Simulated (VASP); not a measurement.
# ZrC (Pm-3m) in VASP: notebook

Runs on ZrC. Level: PBE. Tasks: single point.

All numbers are computed with VASP 6.6.1; they aren't measurements. Logs are shortened: lines on timing, memory, paths and dates and some standing lists are left out, and cuts for length are marked.

## Step 1: The cell of the first run

It takes space group Pm-3m (No. 221, cubic). The conventional cell has a = 2.923 Å, b = 2.923 Å, c = 2.923 Å, α = 90.00°, β = 90.00°, γ = 90.00°. Within 3.3 Å of Zr (site symmetry m-3m) lie 8 C at 2.53 Å and 6 Zr at 2.92 Å. C (site symmetry m-3m) has 8 Zr at 2.53 Å and 6 C at 2.92 Å within 3.3 Å.

## Step 2: Single point, PBE

Contents of INCAR:

```
PREC = Accurate ; ENCUT = 520
EDIFF = 1E-7 ; ISMEAR = 0
SIGMA = 0.1 ; LREAL = False
LASPH = True ; NELM = 60
ALGO = Normal ; ISIF = 2
LWAVE = False ; LCHARG = False
GGA = PE ; NBANDS = 15
```

Contents of KPOINTS:

```
Automatic mesh
0
Gamma
  6 6 6
```

Contents of POSCAR:

```
ZrC
1.0
    2.9228901994      0.0000000000      0.0000000000
    0.0000000000      2.9228901994      0.0000000000
    0.0000000000      0.0000000000      2.9228901994
Zr C
1 1
Direct
    0.5000000000      0.5000000000      0.5000000000
    0.0000000000      0.0000000000      0.0000000000
```

Potentials or basis: VASP PAW PBE potentials, release 64 (Zr_sv, C).

Started as:

```console
$ cat potpaw_PBE.64/Zr_sv/POTCAR potpaw_PBE.64/C/POTCAR > POTCAR
$ mpirun -np 1 vasp_std > vasp.out
```

OUTCAR:

```text
PREC = Accurate
   ENCUT = 520
   EDIFF = 1E-7
   ISMEAR = 0
   LREAL = False
   LASPH = True
   NELM = 60
   ISIF = 2
   GGA = PE

 ion  position               nearest neighbor table
   1  0.500  0.500  0.500-   2 2.53   2 2.53   2 2.53   2 2.53   2 2.53   2 2.53   2 2.53   2 2.53

   2  0.000  0.000  0.000-   1 2.53   1 2.53   1 2.53   1 2.53   1 2.53   1 2.53   1 2.53   1 2.53

  LATTYP: Found a simple cubic cell.
 ALAT       =     2.9228901994

  Lattice vectors:

 A1 = (   2.9228901994,   0.0000000000,   0.0000000000)
 A2 = (   0.0000000000,   2.9228901994,   0.0000000000)
 A3 = (   0.0000000000,   0.0000000000,   2.9228901994)

Analysis of symmetry for initial positions (statically):
=====================================================================
 Subroutine PRICEL returns:
 Original cell was already a primitive cell.

 Routine SETGRP: Setting up the symmetry group for a
 simple cubic supercell.

 Subroutine GETGRP returns: Found 48 space group operations
 (whereof 48 operations were pure point group operations)
 out of a pool of 48 trial point group operations.

The static configuration has the point symmetry O_h .

Analysis of symmetry for dynamics (positions and initial velocities):
=====================================================================
 Subroutine PRICEL returns:
 Original cell was already a primitive cell.

 Routine SETGRP: Setting up the symmetry group for a
 simple cubic supercell.

 Subroutine GETGRP returns: Found 48 space group operations
 (whereof 48 operations were pure point group operations)
 out of a pool of 48 trial point group operations.

The dynamic configuration has the point symmetry O_h .

 Subroutine INISYM returns: Found 48 space group operations
 (whereof 48 operations are pure point group operations),
 and found     1 'primitive' translations

----------------------------------------------------------------------------------------

                                     Primitive cell

  volume of cell :      24.9711

  direct lattice vectors                    reciprocal lattice vectors
     2.922890199  0.000000000  0.000000000     0.342127118  0.000000000  0.000000000
     0.000000000  2.922890199  0.000000000     0.000000000  0.342127118  0.000000000
     0.000000000  0.000000000  2.922890199     0.000000000  0.000000000  0.342127118

  length of vectors
     2.922890199  2.922890199  2.922890199     0.342127118  0.342127118  0.342127118

  position of ions in fractional coordinates (direct lattice)
     0.500000000  0.500000000  0.500000000
     0.000000000  0.000000000  0.000000000

  ion indices of the primitive-cell ions
   primitive index   ion index
                 1           1
                 2           2

----------------------------------------------------------------------------------------

 KPOINTS: Automatic mesh

Automatic generation of k-mesh.
 Grid dimensions read from file:
 generate k-points for:    6    6    6

 Generating k-lattice:

  Cartesian coordinates                     Fractional coordinates (reciprocal lattice)
     0.057021186  0.000000000  0.000000000     0.166666667  0.000000000  0.000000000
     0.000000000  0.057021186  0.000000000     0.000000000  0.166666667  0.000000000
     0.000000000  0.000000000  0.057021186     0.000000000  0.000000000  0.166666667

  Length of vectors
     0.057021186  0.057021186  0.057021186

  Shift w.r.t. Gamma in fractional coordinates (k-lattice)
     0.000000000  0.000000000  0.000000000

 Subroutine IBZKPT returns following result:
 ===========================================

 Found     20 irreducible k-points:

 Following reciprocal coordinates:
            Coordinates               Weight
  0.000000  0.000000  0.000000      1.000000
  0.166667  0.000000  0.000000      6.000000
  0.333333  0.000000  0.000000      6.000000
  0.500000  0.000000  0.000000      3.000000
  0.166667  0.166667  0.000000     12.000000
  0.333333  0.166667  0.000000     24.000000
[... 12 lines left out ...]
  0.500000  0.500000  0.333333      6.000000
  0.500000  0.500000  0.500000      1.000000
   k-points           NKPTS =     20   k-points in BZ     NKDIM =     20   number of bands    NBANDS=     15
   number of dos      NEDOS =    301   number of ions     NIONS =      2
   total plane-waves  NPLWV =  13824
   dimension x,y,z NGX =    24 NGY =   24 NGZ =   24
   dimension x,y,z NGXF=    48 NGYF=   48 NGZF=   48
   ions per type =               1   1
   NGX,Y,Z   is equivalent  to a cutoff of  13.65, 13.65, 13.65 a.u.
   NGXF,Y,Z  is equivalent  to a cutoff of  27.30, 27.30, 27.30 a.u.
 SYSTEM =  unknown system
   PREC   = accura    normal or accurate (medium, high low for compatibility)
   ISTART =      0    job   : 0-new  1-cont  2-samecut
   ICHARG =      2    charge: 1-file 2-atom 10-const
   ISPIN  =      1    spin polarized calculation?
   LNONCOLLINEAR =      F non collinear calculations
   LSORBIT =      F    spin-orbit coupling
   LASPH  =      T    aspherical Exc in radial PAW
   ENCUT  =  520.0 eV  38.22 Ry    6.18 a.u.   5.43  5.43  5.43*2*pi/ulx,y,z
   NELM   =     60;   NELMIN=  2; NELMDL= -5     # of ELM steps
   EDIFF  = 0.1E-06   stopping-criterion for ELM
   LREAL  =      F    real-space projection
   EDIFFG = 0.1E-05   stopping-criterion for IOM
   NSW    =      0    number of steps for IOM
   IBRION =     -1    ionic relax: 0-MD 1-quasi-New 2-CG
   NFREE  =      0    steps in history (QN), initial steepest desc. (CG)
   ISIF   =      2    stress and relaxation
   ISYM   =      2    0-nonsym 1-usesym 2-fastsym
   POTIM  = 0.5000    time-step for ionic-motion
   TEBEG  =    0.0;   TEEND  =   0.0 temperature during run
   PSTRESS=    0.0 pullay stress
   NELECT =      16.0000    total number of electrons
   NUPDOWN=      -1.0000    fix difference up-down
   EMIN   =  10.00;   EMAX   =-10.00  energy-range for DOS
   EFERMI =   0.00;   METHOD = LEGACY
   ISMEAR =     0;   SIGMA  =   0.10  broadening in eV -4-tet -1-fermi 0-gaus
   EFERMI_NEDOS =   21; number of points for ismear=-14 and -15
   IALGO  =     38    algorithm
   IMIX   =      4    mixing-type and parameters
     AMIX     =   0.40;   BMIX     =  1.00
     AMIX_MAG =   1.60;   BMIX_MAG =  1.00
  volume/ion in A,a.u.               =      12.49        84.26
  Fermi-wavevector in a.u.,A,eV,Ry     =   1.411353  2.667070 27.101681  1.991917
  Thomas-Fermi vector in A             =   2.533213
   LORBIT       =      0    0 simple, 1 ext, 2 COOP (PROOUT), +10 PAW based schemes
   GGA     = PE    functional components
   LHFCALC =     F    Hartree Fock is set to
   AEXX    =    0.0000 exact exchange contribution
   IVDW    =     0    specifies the selected vdW correction
   LEPSILON=     F    determine dielectric tensor
   LRPA    =     F    only Hartree local field effects (RPA)
 non-spin polarized calculation
 Gauss-broadening in eV      SIGMA  =   0.10
  energy-cutoff  :      520.00
  volume of cell :       24.97
 maximum number of plane-waves:       691
 NGX is ok and might be reduce to    24
   NGX = 11   NGY = 11   NGZ = 11

 number of electron      16.0000000 magnetization

 Free energy of the ion-electron system (eV)
  ---------------------------------------------------
  ext. energy  EPLUGINS =         0.00000000
  ---------------------------------------------------
  free energy    TOTEN  =       -17.00628028 eV

  energy without entropy =      -16.99493208  energy(sigma->0) =      -17.00060618

 E-fermi :  10.4798     XC(G=0): -12.4281

 val. band max:       10.4530433665   @ k =   0.5000   0.3333   0.1667
 cond. band min:      10.5118922272   @ k =   0.5000   0.1667   0.1667
 fundamental gap:      0.0588488607
 Fermi energy:        10.4797779957

 k-point     1 :       0.0000    0.0000    0.0000
  band No.  band energies     occupation
      1     -38.2181      2.00000
      2     -15.6867      2.00000
      3     -15.6867      2.00000
      4     -15.6867      2.00000
      5      -1.4090      2.00000
      6       8.4775      2.00000
      7       8.4775      2.00000
      8      11.5753      0.00000
      9      11.5753      0.00000
     10      11.5753      0.00000
     11      15.6361      0.00000
     12      15.6361      0.00000
     13      15.6361      0.00000
     14      18.3169      0.00000
     15      27.3037      0.00000

 k-point     2 :       0.1667    0.0000    0.0000
  band No.  band energies     occupation
      1     -38.1829      2.00000
      2     -16.0272      2.00000
      3     -15.6551      2.00000
      4     -15.6551      2.00000
      5      -0.8897      2.00000
      6       8.0628      2.00000
      7       8.7070      2.00000
      8      10.8752      0.00000
      9      10.8752      0.00000
     10      11.7607      0.00000
     11      15.7456      0.00000
     12      16.2628      0.00000
     13      16.2628      0.00000
     14      19.2896      0.00000
     15      24.2899      0.00000

 k-point     3 :       0.3333    0.0000    0.0000
  band No.  band energies     occupation
      1     -38.1116      2.00000
      2     -16.6590      2.00000
      3     -15.5912      2.00000
      4     -15.5912      2.00000
      5       0.3651      2.00000
      6       6.1103      2.00000
      7       9.2308      2.00000
      8       9.8012      2.00000
      9       9.8012      2.00000
     10      14.2294      0.00000
     11      15.9762      0.00000
     12      17.3821      0.00000
     13      17.3821      0.00000
     14      20.6255      0.00000
     15      21.3160      0.00000
[... 271 lines left out ...]
 k-point    19 :       0.5000    0.5000    0.3333
  band No.  band energies     occupation
      1     -37.8427      2.00000
      2     -16.5666      2.00000
      3     -16.5666      2.00000
      4     -16.2630      2.00000
      5       1.9716      2.00000
      6       5.6833      2.00000
      7       5.6833      2.00000
      8       6.9146      2.00000
      9      14.4655      0.00000
     10      16.7813      0.00000
     11      16.7813      0.00000
     12      18.0201      0.00000
     13      18.4348      0.00000
     14      21.9011      0.00000
     15      21.9011      0.00000

 k-point    20 :       0.5000    0.5000    0.5000
  band No.  band energies     occupation
      1     -37.8099      2.00000
      2     -16.5162      2.00000
      3     -16.5162      2.00000
      4     -16.5162      2.00000
      5       3.1059      2.00000
      6       5.1113      2.00000
      7       5.1113      2.00000
      8       5.1113      2.00000
      9      18.0766      0.00000
     10      18.0766      0.00000
     11      19.0185      0.00000
     12      19.0185      0.00000
     13      19.0185      0.00000
     14      19.7149      0.00000
     15      19.7149      0.00000

------------------------ aborting loop because EDIFF is reached ----------------------------------------

  FORCE on cell =-STRESS in cart. coord.  units (eV):
  Direction    XX          YY          ZZ          XY          YZ          ZX
  --------------------------------------------------------------------------------------
  -------------------------------------------------------------------------------------
  Total        0.0016756      0.0016756      0.0016756      0.0000000     -0.0000000      0.0000000
  in kB        0.1075064      0.1075064      0.1075064      0.0000000     -0.0000000      0.0000000
  external PRESSURE =       0.1075064 kB  Pullay stress =       0.0000000 kB

 VOLUME and BASIS-vectors are now :
 -----------------------------------------------------------------------------
  energy-cutoff  :      520.00
  volume of cell :       24.97
      direct lattice vectors                 reciprocal lattice vectors
     2.922890199  0.000000000  0.000000000     0.342127118  0.000000000  0.000000000
     0.000000000  2.922890199  0.000000000     0.000000000  0.342127118  0.000000000
     0.000000000  0.000000000  2.922890199     0.000000000  0.000000000  0.342127118

 POSITION                                       TOTAL-FORCE (eV/Angst)
 -----------------------------------------------------------------------------------
      1.46145      1.46145      1.46145         0.000000      0.000000      0.000000
      0.00000      0.00000      0.00000         0.000000      0.000000      0.000000
 -----------------------------------------------------------------------------------
    total drift:                                0.000000     -0.000000     -0.000000

  FREE ENERGIE OF THE ION-ELECTRON SYSTEM (eV)
  ---------------------------------------------------
  free  energy   TOTEN  =       -17.0062802806 eV

  energy  without entropy=      -16.9949320757  energy(sigma->0) =      -17.00060618
```

Wall time 17 s (1 thread of AMD EPYC 7R13, shared host); peak memory 0.11 GiB.

Results:

* Free energy: -17.0063 eV
* Pressure: 0.0 GPa
* Band gap on the k mesh: zero (band 8 reaches 11.58 eV, above the bottom of band 9 at 9.54 eV)

## Step 3: Single point, PBE

This run uses another cell than the first one, of 14.68 Å³/atom, 1.175 times its volume.

Contents of INCAR:

```
PREC = Accurate ; ENCUT = 520
EDIFF = 1E-7 ; ISMEAR = 0
SIGMA = 0.1 ; LREAL = F
LASPH = T ; NELM = 80
ALGO = Normal ; ISIF = 2
LWAVE = F ; LCHARG = F
GGA = PE ; NBANDS = 15
```

Contents of KPOINTS:

```
regular mesh
0
Gamma
  6 6 6
```

Contents of POSCAR:

```
ZrC
1.0
    3.0846412000      0.0000000000      0.0000000000
    0.0000000000      3.0846412000      0.0000000000
    0.0000000000      0.0000000000      3.0846412000
Zr C
1 1
Direct
    0.5000000000      0.5000000000      0.5000000000
    0.0000000000      0.0000000000      0.0000000000
```

Potentials or basis: VASP PAW PBE potentials, release 64 (Zr_sv, C).

Started as:

```console
$ cat potpaw_PBE.64/Zr_sv/POTCAR potpaw_PBE.64/C/POTCAR > POTCAR
$ mpirun -np 1 vasp_std > vasp.out
```

It took 17 s on 1 thread of AMD EPYC 7R13, shared host; peak memory 0.11 GiB.

It converged, with:

| Property | Result |
| --- | --- |
| Free energy | -16.6575 eV |
| Pressure | -22.3 GPa |
| Band gap on the k mesh | zero (band 8 reaches 9.53 eV, above the bottom of band 9 at 7.85 eV) |

Levels at points of the mesh, in eV from the Fermi level:
```tsv
k point	band 6	band 7	band 8	band 9	band 10	band 11
(0.00, 0.00, 0.00)	-1.51	-1.51	1.01	1.01	1.01	4.32
(0.50, 0.00, 0.00)	-5.07	-0.80	-0.80	-0.67	4.66	4.99
(0.50, 0.50, 0.00)	-2.10	-2.10	-0.62	1.75	2.30	2.30
(0.50, 0.50, 0.50)	-4.38	-4.38	-4.38	6.20	6.20	7.12
```

## Step 4: Single point, PBE, collinear spin, ferromagnetic start

Contents of INCAR:

```
PREC     = Accurate       # precision mode
ENCUT    = 520            # plane-wave cutoff, eV
EDIFF    = 1E-7           # SCF threshold, eV
ISMEAR   = 0              # smearing method
SIGMA    = 0.1            # smearing width, eV
LREAL    = False          # projectors in reciprocal space
LASPH    = True           # aspherical terms in the spheres
NELM     = 150            # most SCF steps
ALGO     = Normal         # electronic algorithm
ISIF     = 2              # what is computed and relaxed
LWAVE    = False          # write WAVECAR
LCHARG   = True           # write CHGCAR
ISPIN    = 2              # spin polarisation
MAGMOM   = 1 0            # initial moments
LORBIT   = 11             # projections on sites
LMAXMIX  = 4              # l up to which the mixer works
GGA      = PE             # functional
LELF     = True           # ELF
LVHAR    = True         
NBANDS   = 19             # bands
```

KPOINTS is that of step 3.

Contents of POSCAR:

```
ZrC
1.0
    2.9228901994      0.0000000000      0.0000000000
    0.0000000000      2.9228901994      0.0000000000
    0.0000000000      0.0000000000      2.9228901994
Zr C
1 1
Direct
    0.5000000000      0.5000000000      0.5000000000
    0.0000000000      0.0000000000      0.0000000000
```

Started as:

```console
$ cat potpaw_PBE.64/Zr_sv/POTCAR potpaw_PBE.64/C/POTCAR > POTCAR
$ mpirun -np 1 vasp_std > vasp.out
```

It took 38 s on 1 thread of AMD EPYC 7R13, shared host; peak memory 0.12 GiB.

Results (log left out):

* Free energy: -17.0063 eV
* Pressure: 0.0 GPa
* Net moment: -0.04 μB per cell
* Site moments: Zr +0.00; C -0.03 μB
* Valence electrons inside the program's atomic spheres: Zr 9.91; C 2.27

Levels at points of the mesh, in eV from the Fermi level:
Spin up:
```tsv
k point	band 5	band 6	band 7	band 8	band 9	band 10	band 11	band 12
(0.00, 0.00, 0.00)	-11.87	-2.00	-2.00	1.12	1.12	1.12	5.16	5.16
(0.50, 0.00, 0.00)	-9.13	-5.70	-1.11	-1.11	-0.94	5.62	5.98	7.53
(0.50, 0.50, 0.00)	-9.94	-2.26	-2.26	-0.68	1.84	2.58	2.58	4.13
(0.50, 0.50, 0.50)	-7.34	-5.35	-5.35	-5.35	7.60	7.60	8.55	8.55
```
Spin down:
```
           k point  band 4  band 5  band 6  band 7  band 8  band 9  band 10  band 11  band 12  band 13
(0.00, 0.00, 0.00)  -26.17  -11.91   -2.00   -2.00    1.07    1.07     1.07     5.16     5.16     5.16
(0.50, 0.00, 0.00)  -26.04   -9.18   -5.73   -1.14   -1.14   -0.94     5.62     5.96     7.50     7.50
(0.50, 0.50, 0.00)  -25.93   -9.99   -2.30   -2.30   -0.68    1.78     2.57     2.57     4.11     7.38
(0.50, 0.50, 0.50)  -27.00   -7.41   -5.38   -5.38   -5.38    7.60     7.60     8.52     8.52     8.52
```

## Step 5: Summary

```csv
spin,cell,gap on the mesh (eV),pressure (GPa)
off,"a = 2.923 Å, 2 atoms",none,0.0
off,"a = 3.085 Å, 2 atoms",none,-22.3
"collinear, ferromagnetic start","a = 2.923 Å, 2 atoms",none,0.0
```

Alike in all rows: task single point; level PBE; potentials or basis VASP PAW PBE potentials, release 64 (Zr_sv, C); k mesh 6 × 6 × 6; cutoff (eV) 520; smearing gaussian 0.1 eV.

Total energies depend on the potentials used, so only differences within one code and one set of settings carry meaning.
